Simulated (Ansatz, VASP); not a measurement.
**C: VASP beside Ansatz**

POSCAR

```
C
1.0
    2.4494334962      0.0000000000      0.0000000000
   -1.2247167481      2.1212716326      0.0000000000
    0.0000000000      0.0000000000      7.9931081901
C
4
Direct
    0.0000000000      0.0000000000      0.2500000000
    0.0000000000      0.0000000000      0.7500000000
    0.3333333333      0.6666666667      0.2500000000
    0.6666666667      0.3333333333      0.7500000000
```

File INCAR.step1:

```
SYSTEM = C
  PREC = Accurate
  ENCUT = 520
  EDIFF = 1E-5
  ISMEAR = 0
  SIGMA = 0.05
  LREAL = .False.
  LASPH = .True.
  NELM = 100
  ALGO = Normal
  ISIF = 2
  LWAVE = .True.
  LCHARG = .False.
  GGA = PE
  NBANDS = 16
```

The input INCAR.step2:

```
SYSTEM = C
  PREC = Accurate
  ENCUT = 520
  EDIFF = 1E-6
  ISMEAR = 0
  SIGMA = 0.05
  LREAL = .False.
  LASPH = .True.
  NELM = 100
  ALGO = Normal
  ISIF = 2
  LWAVE = .False.
  LCHARG = .False.
  GGA = PE
  LHFCALC = .True.
  HFSCREEN = 0.2079
  PRECFOCK = Normal
  ISTART = 1
  NBANDS = 16
```

Contents of KPOINTS:

```
regular mesh
0
Gamma
  8 8 2
  0 0 0
```

Input for Ansatz:

```yaml
crystal:
  lattice:
    - [2.4494334962, 0.0, 0.0]
    - [-1.2247167481, 2.1212716326, 0.0]
    - [0.0, 0.0, 7.9931081901]
  atoms:
    - { symbol: C, position: [0.0, 0.0, 0.25] }
    - { symbol: C, position: [0.0, 0.0, 0.75] }
    - { symbol: C, position: [0.3333333333, 0.6666666667, 0.25] }
    - { symbol: C, position: [0.6666666667, 0.3333333333, 0.75] }
basis:
  ecutwfc: 600
  ecutrho_ratio: 5
kpoints:
  mp_grid: { grid: [8, 8, 2] }
  band_path:
    path:
      - [[0.0, 0.0, 0.0], [0.5, 0.0, 0.0], [0.33333333, 0.33333333, 0.0], [0.0, 0.0, 0.0], [0.0, 0.0, 0.5], [0.5, 0.0, 0.5], [0.33333333, 0.33333333, 0.5], [0.0, 0.0, 0.5]]
      - [[0.5, 0.0, 0.5], [0.5, 0.0, 0.0]]
      - [[0.33333333, 0.33333333, 0.5], [0.33333333, 0.33333333, 0.0]]
    npoints: 4
hamiltonian:
  xc: hse06
scf:
  occupations: { method: gaussian, width: 0.05 }
  n_extra_bands: 10
output:
  forces: true
  stress: true
  eigenvalues: true
  populations: true
  dos: { projected: true, de: 0.02 }
  bader: false
```

Alike in both runs: task single point; functional HSE06; k mesh 8 × 8 × 2; occupations gaussian, width 0.05 eV; no spin polarisation.

```csv
,VASP,Ansatz
version,VASP 6.6.1,Ansatz 0.2.0
potentials or method,"VASP PAW PBE potentials, release 64 (C), cutoff 520 eV","scalar-relativistic, plane waves, PAW"
valence electrons in the cell,16,16
```

Ansatz gave:

* gap on the k mesh at the Fermi level (eV): 2.33
* least direct gap on the mesh (eV): 2.34
* pressure (GPa): 0.1
* traceless stress, the component that is largest in VASP (GPa): 0.00

Task: Which values does VASP return?

Result: gap on the k mesh at the Fermi level (eV): 2.33; least direct gap on the mesh (eV): 2.34; pressure (GPa): 0.6; traceless stress, the component that is largest in VASP (GPa): -0.64.

Ansatz's warnings: stress exchange threshold loose, stress scf threshold loose.
